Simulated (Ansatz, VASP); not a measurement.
# BaFe2: VASP beside Ansatz

```
CELL_PARAMETERS angstrom
0.00000 3.03155 3.03155
3.03155 0.00000 3.03155
3.03155 3.03155 0.00000
ATOMIC_POSITIONS crystal
Ba 0.00000 0.00000 0.00000
Fe 0.25000 0.25000 0.25000
Fe 0.75000 0.75000 0.75000
```

Change from the starting cell: species swapped into the YbH2 type (Fm-3m, No. 225).

Alike in both runs: task single point; functional PBE; k mesh 6 × 6 × 6; occupations gaussian, width 0.1 eV; collinear spin.

|  | VASP | Ansatz |
| --- | --- | --- |
| version | VASP 6.6.1 | Ansatz 0.2.0 |
| potentials or method | VASP PAW PBE potentials, release 64 (Ba_sv, Fe_sv), cutoff 600 eV | scalar-relativistic, plane waves, PAW |
| valence electrons in the cell | 42 | 42 |

```csv
,VASP,Ansatz,Ansatz less VASP
gap on the k mesh at the Fermi level (eV),none,none,-
pressure (GPa),11.8,6.7,-5.14
net moment per atom (μB),1.27,1.22,-0.049
size of the moment on the site where the two differ most (μB),0.23,0.06,-0.172
```

Site moments also hang on the region over which each program counts them. A gap of «none» marks a metal or a gap that the smearing closes. One of these differences is far larger than is usual between the two programs; its cause wasn't traced. The functional is the same, so the differences come from potentials, cutoffs and numerics.

Neither program's run includes spin-orbit coupling.
